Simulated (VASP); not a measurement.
Wanted: the native input for a VASP 6.6.1 run.

| Quantity | Value |
| --- | --- |
| Task | single point |
| Functional | r2SCAN |
| Potentials or basis | VASP PAW PBE potentials, release 64 (Pb_d) |
| Cutoff | 520 eV |
| k mesh | 18 × 18 × 10 |
| Occupations | gaussian, width 0.15 eV |
| Spin | no spin polarisation |
| Dipole correction | no |
| Further INCAR settings | ALGO = Normal; EDIFF = 1e-07; NBANDS = 21 |

Pb:

```
Pb
1.0
     3.20160    0.00000    0.00000
    -1.60080    2.77267    0.00000
     0.00000    0.00000    5.59000
Pb
2
Direct
  0.33333 0.66667 0.25000
  0.66667 0.33333 0.75000
```

This cell differs from its parent crystal: strain -0.080 along x and y, +0.000 along z.

These files were run (other wordings do the same):

POSCAR

```
Pb
1.0
    3.2016006353      0.0000000000      0.0000000000
   -1.6008003177      2.7726674830      0.0000000000
    0.0000000000      0.0000000000      5.5900000000
Pb
2
Direct
    0.3333333333      0.6666666667      0.2500000000
    0.6666666667      0.3333333333      0.7500000000
```

INCAR.step1

```
ALGO = Normal ; EDIFF = 1E-4
ENCUT = 520 ; GGA = PE
ISMEAR = 0 ; LASPH = T
LCHARG = F ; LREAL = F
LWAVE = T ; NBANDS = 21
NELM = 60 ; PREC = Accurate
SIGMA = 0.15
```

INCAR.step2

```
ALGO = Normal ; EDIFF = 1E-7
ENCUT = 520 ; ISIF = 2
ISMEAR = 0 ; ISTART = 1
LASPH = T ; LCHARG = F
LMIXTAU = T ; LREAL = F
LWAVE = F ; METAGGA = R2SCAN
NBANDS = 21 ; NELM = 60
PREC = Accurate ; SIGMA = 0.15
```

KPOINTS

```
k-points
0
Gamma
  18 18 10
```

Potentials or basis: VASP PAW PBE potentials, release 64 (Pb_d).

Command:

```console
$ cat potpaw_PBE.64/Pb_d/POTCAR > POTCAR
$ cp INCAR.step1 INCAR
$ mpirun -np 1 vasp_std > vasp.out
$ cp INCAR.step2 INCAR
$ mpirun -np 1 vasp_std > vasp.out
```

It gave:

* Pressure: 17.1 GPa
* Band gap on the k mesh: zero (bands 14 and 15 overlap by 10.30 eV)

Caveat: the cell differs from its parent crystal (strain -0.080 along x and y, +0.000 along z); the stress differs along the axes, from 13 to 19 GPa; the PAW data sets were made with another functional, which shifts forces and pressure a little; spin-orbit coupling is left out, which moves the levels of the heavy elements.

It took 26 min on 1 thread of Oxide Virtual Turin-like Processor (shared host), peak memory 0.28 GiB.
